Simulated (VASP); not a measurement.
Input of a VASP 6.6.1 run:

INCAR

```
PREC = Accurate
ENCUT = 600
EDIFF = 1E-6
ISMEAR = 0
SIGMA = 0.05
LREAL = False
LASPH = True
NELM = 120
ALGO = Normal
ISIF = 2
LWAVE = False
LCHARG = False
GGA = CA
NBANDS = 11
GGA_COMPAT = False
```

Contents of KPOINTS:

```
Automatic mesh
0
Gamma
  8 8 8
```

File POSCAR:

```
MgS
1.0
    0.0000000000      2.5475086843      2.5475086843
    2.5475086843      0.0000000000      2.5475086843
    2.5475086843      2.5475086843      0.0000000000
Mg S
1 1
Direct
    0.0000000000      0.0000000000      0.0000000000
    0.5000000000      0.5000000000      0.5000000000
```

Potentials or basis: VASP PAW LDA potentials, release 64 (Mg, S).

Command:

```bash
$ cat potpaw_LDA.64/Mg/POTCAR potpaw_LDA.64/S/POTCAR > POTCAR
$ mpirun -np 1 vasp_std > vasp.out
```

Problem. Predict the band gap on the k mesh.

Solution. 2.69 eV, indirect (least direct gap 4.01 eV).

Problem. Estimate the pressure.

Solution. 1.2 GPa.

 A k mesh can miss the band edges.
